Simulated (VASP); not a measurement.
# TiSi16 (a cell with a defect): single point with PBE

The system is TiSi16 (a cell with a defect).

```
Si Ti
1.0
     0.00000    5.43000    5.43000
     5.43000    0.00000    5.43000
     5.43000    5.43000    0.00000
Si Ti
16 1
Direct
  0.00167 0.00330 0.99767
  0.12434 0.12453 0.12435
  0.00236 0.00218 0.49779
  0.12427 0.12446 0.62707
  0.00290 0.49831 0.00593
  0.12502 0.63288 0.12125
  0.00254 0.49828 0.49333
  0.13490 0.61952 0.62301
  0.49792 0.00178 0.00504
  0.63100 0.12428 0.12244
  0.49788 0.00151 0.49544
  0.62022 0.13490 0.62249
  0.49841 0.49848 0.00143
  0.62254 0.62035 0.13997
  0.49652 0.49711 0.50281
  0.62213 0.62009 0.61726
  0.74883 0.74805 0.75144
```

| Quantity | Value |
| --- | --- |
| Program | VASP 6.6.1 |
| Task | single point |
| Functional | PBE |
| Potentials or basis | VASP PAW PBE potentials, release 64 (Si, Ti_sv) |
| Cutoff | 520 eV |
| k mesh | 2 × 2 × 2 |
| Occupations | gaussian, width 0.02 eV |
| Spin | no spin polarisation |
| Dipole correction | no |
| Further INCAR settings | LREAL = Auto; ALGO = Normal; EDIFF = 1e-07; NBANDS = 52 |

```yaml
Pressure: 4.0 GPa
Largest_force: 0.017 eV/Å
Band_gap_on_the_k_mesh: zero (band 38 reaches 6.96 eV, above the bottom of band 39 at 6.56 eV)
```

Forces on the atoms (eV/Å):
```
Si   0.000  0.001 -0.002
Si   0.004  0.002  0.005
Si   0.000  0.000 -0.001
Si  -0.001 -0.004  0.005
Si   0.000 -0.002 -0.002
Si   0.000  0.001  0.001
Si   0.001  0.002 -0.001
Si  -0.004  0.001  0.005
Si   0.001  0.005 -0.001
Si   0.002 -0.002  0.001
Si  -0.005 -0.001  0.000
Si   0.002 -0.004  0.005
Si   0.000  0.003  0.003
Si   0.003 -0.002  0.000
Si   0.000  0.002 -0.002
Si   0.000 -0.003  0.001
Ti  -0.005  0.001 -0.017
```

Stress tensor (GPa, compression positive):
```
 3.96  0.12 -0.05
 0.12  3.96  0.05
-0.05  0.05  4.12
```

Levels at points of the mesh, in eV from the Fermi level:
```tsv
k point	band 34	band 35	band 36	band 37	band 38	band 39	band 40	band 41	band 42	band 43
(0.00, 0.00, 0.00)	-0.98	-0.98	-0.97	-0.43	-0.39	-0.36	-0.11	-0.06	0.26	0.85
(0.50, 0.00, 0.00)	-1.96	-1.36	-1.35	-0.28	0.01	0.07	0.45	0.47	0.84	1.23
(0.00, 0.50, 0.00)	-1.96	-1.36	-1.35	-0.28	-0.01	0.07	0.45	0.47	0.84	1.22
(0.00, 0.00, 0.50)	-1.95	-1.36	-1.35	-0.26	0.04	0.06	0.45	0.45	0.80	1.24
(0.50, 0.50, 0.50)	-1.95	-1.36	-1.35	-0.25	0.04	0.06	0.45	0.45	0.79	1.24
(0.50, 0.50, 0.00)	-1.99	-1.99	-1.88	-0.70	-0.03	0.57	0.62	1.11	1.33	1.76
(0.00, 0.50, 0.50)	-2.00	-1.99	-1.86	-0.69	-0.03	0.57	0.58	1.12	1.35	1.73
(0.50, 0.00, 0.50)	-2.00	-1.99	-1.86	-0.69	-0.03	0.57	0.58	1.12	1.35	1.73
```

It took 2.4 min on 1 thread of Intel(R) Xeon(R) 6975P-C (Granite Rapids) (shared host), peak memory 0.5 GiB.

Caveat: the k points lie up to 0.50 Å⁻¹ apart.
